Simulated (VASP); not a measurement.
# Ga3N4: single point with PBE

The system is Ga3N4, a slab with vacuum.

```
N Ga
1.0
     3.21651    0.00000    0.00000
     0.00000    3.21651    0.00000
     0.00000    0.00000   21.21981
N Ga
4 3
Cartesian
  0.0000 1.6083 4.0000
  1.6083 0.0000 6.2744
  0.0000 1.6083 8.5515
  1.6083 2.8144 11.0970
  1.6083 1.6083 5.1372
  0.0000 0.0000 7.3653
  1.6083 1.6083 9.7198
```

```
Program                : VASP 6.6.1
Task                   : single point
Functional             : PBE
Potentials or basis    : VASP PAW PBE potentials, release 64 (N, Ga_d)
Cutoff                 : 520 eV
k mesh                 : 8 × 8 × 1
Occupations            : gaussian, width 0.05 eV
Spin                   : collinear spin
Starting moments       : [0.0, 0.0, 0.0, 3.0, 0.0, 0.0, 0.0] μB
Dipole correction      : yes
Further INCAR settings : ALGO = Fast; EDIFF = 1e-06; NBANDS = 42
```

The largest force is 2.155 eV/Å. The net moment is 1.86 μB per cell. The site moments are N +0.15, +0.07, +0.97 (each value once); Ga +0.02, +0.01, +0.00 μB and the valence electrons inside the program's atomic spheres are N 3.46, 3.72, 3.69, 3.45; Ga 11.80, 11.78 (each value once).

Forces on the atoms (eV/Å):
```
N    0.000  0.009  1.595
N    0.000 -0.036  0.275
N    0.000 -0.464 -0.014
N    0.000  1.749  0.017
Ga   0.000 -0.008 -2.155
Ga   0.000  0.064  0.673
Ga   0.000 -1.314 -0.392
```

Levels at points of the mesh, in eV from the Fermi level:
Spin up:
| k point | band 28 | band 29 | band 30 | band 31 | band 32 | band 33 |
| --- | --- | --- | --- | --- | --- | --- |
| (0.00, 0.00, 0.00) | -0.62 | -0.48 | -0.17 | 0.81 | 2.01 | 3.35 |
| (0.50, 0.00, 0.00) | -1.14 | -0.94 | -0.49 | 1.07 | 4.26 | 4.72 |
| (0.00, 0.50, 0.00) | -0.60 | -0.55 | -0.53 | -0.30 | 3.95 | 4.86 |
| (0.50, 0.50, 0.00) | -1.93 | -1.42 | -1.24 | -0.53 | 3.46 | 4.10 |
Spin down:
| k point | band 25 | band 26 | band 27 | band 28 | band 29 | band 30 | band 31 | band 32 | band 33 | band 34 |
| --- | --- | --- | --- | --- | --- | --- | --- | --- | --- | --- |
| (0.00, 0.00, 0.00) | -1.36 | -0.99 | -0.09 | 0.16 | 0.61 | 0.97 | 2.40 | 2.50 | 3.49 | 4.88 |
| (0.50, 0.00, 0.00) | -1.41 | -1.31 | -0.37 | -0.33 | 0.41 | 0.82 | 1.29 | 4.61 | 4.95 | 5.56 |
| (0.00, 0.50, 0.00) | -1.60 | -1.35 | -0.93 | -0.19 | -0.14 | 0.20 | 2.78 | 4.33 | 4.97 | 6.14 |
| (0.50, 0.50, 0.00) | -3.41 | -2.62 | -1.99 | -0.77 | -0.48 | -0.41 | 0.94 | 3.87 | 4.26 | 6.35 |

Run time: 24 min on 1 thread of Oxide Virtual Turin-like Processor, with other jobs on the host, peak memory 0.53 GiB.
